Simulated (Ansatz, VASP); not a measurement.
# LaSb in VASP and in Ansatz

The input INCAR:

```
ALGO = Normal ; EDIFF = 1E-6
ENCUT = 520 ; ISIF = 2
ISMEAR = -1 ; LASPH = T
LCHARG = T ; LELF = T
LREAL = F ; LVHAR = T
LWAVE = F ; NBANDS = 15
NELM = 80 ; PREC = Accurate
SIGMA = 0.05
```

The input KPOINTS:

```
k-points
0
Gamma
  10 10 10
```

POSCAR

```
LaSb
1.0
    0.0000000000      2.4866741081      2.4866741081
    2.4866741081      0.0000000000      2.4866741081
    2.4866741081      2.4866741081      0.0000000000
La Sb
1 1
Direct
    0.0000000000      0.0000000000      0.0000000000
    0.5000000000      0.5000000000      0.5000000000
```

Input for Ansatz:

```yaml
crystal:
  lattice:
    - [0.0, 2.4866741081, 2.4866741081]
    - [2.4866741081, 0.0, 2.4866741081]
    - [2.4866741081, 2.4866741081, 0.0]
  atoms:
    - { symbol: La, position: [0.0, 0.0, 0.0] }
    - { symbol: Sb, position: [0.5, 0.5, 0.5] }
kpoints:
  mp_grid: { grid: [10, 10, 10] }
  band_path:
    path:
      - [0.0, 0.0, 0.0]
      - [0.5, 0.0, 0.5]
      - [0.625, 0.25, 0.625]
      - [0.375, 0.375, 0.75]
      - [0.0, 0.0, 0.0]
      - [0.5, 0.5, 0.5]
      - [0.5, 0.25, 0.75]
      - [0.5, 0.0, 0.5]
    npoints: 6
scf:
  occupations: { method: fermi_dirac, width: 0.05 }
hamiltonian:
  xc: lda
  pseudopotentials: { kind: all_electron, lapw: { basis_error: 0.001 } }
output:
  forces: true
  stress: true
  eigenvalues: true
  populations: true
```

Change from the starting cell: volume scaled by 0.45, LAPW.

Alike in both runs: task single point; functional LDA; k mesh 10 × 10 × 10; occupations fermi-dirac, width 0.05 eV; no spin polarisation.

```csv
,VASP,Ansatz
version,VASP 6.6.1,Ansatz 0.2.0
potentials or method,"VASP PAW LDA potentials, release 64 (La, Sb), cutoff 520 eV","all-electron LAPW, scalar-relativistic"
```

Ansatz gave:

```
pressure (GPa) : 199.8
```

Task: Which values does VASP return?

Result: Pressure (GPa): 202.3.

LDA's correlation is that of Perdew and Zunger in VASP and of Perdew and Wang (1992) in Ansatz. Both programs put the cell under a high pressure, so it lies far from rest at this level. Ansatz ran all-electron here, and VASP with PAW potentials.

Spin-orbit coupling is off throughout. Noted on VASP's run: the cell as given lies far from equilibrium.
